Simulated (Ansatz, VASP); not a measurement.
**One calculation of C, two programs**

```
CELL_PARAMETERS angstrom
2.55326 0.00000 0.00000
-1.27663 2.16783 0.00000
0.00000 0.00000 4.16887
ATOMIC_POSITIONS crystal
C 0.33318 0.66637 0.00020
C 0.66682 0.33363 0.50020
C 0.33318 0.66637 0.37480
C 0.66682 0.33363 0.87480
```

Change from the starting cell: uniaxial_x strain +2.0%.

Alike in both runs: task single point; functional r2SCAN; k mesh 12 × 12 × 6; no spin polarisation.

|  | VASP | Ansatz |
| --- | --- | --- |
| version | VASP 6.6.1 | Ansatz 0.2.0 |
| potentials or method | VASP PAW PBE potentials, release 64 (C) | plane waves, PAW |
| plane-wave cutoff (eV) | 520 | 500 |
| occupations | gaussian, width 0.01 eV | fixed |
| valence electrons in the cell | 16 | 16 |

|  | VASP | Ansatz | Ansatz less VASP |
| --- | --- | --- | --- |
| gap on the k mesh at the Fermi level (eV) | 3.58 | 3.61 | +0.032 |
| pressure (GPa) | -7.4 | -8.4 | -1.03 |
| traceless stress, the component that is largest in VASP (GPa) | -14.98 | -14.93 | +0.050 |
| rms of the force components (eV/Å) | 0.004 | 0.000 | -0.0043 |

VASP's potentials were made for PBE, not for r2SCAN. Atom by atom the forces differ by 0.004 eV/Å (rms over components).
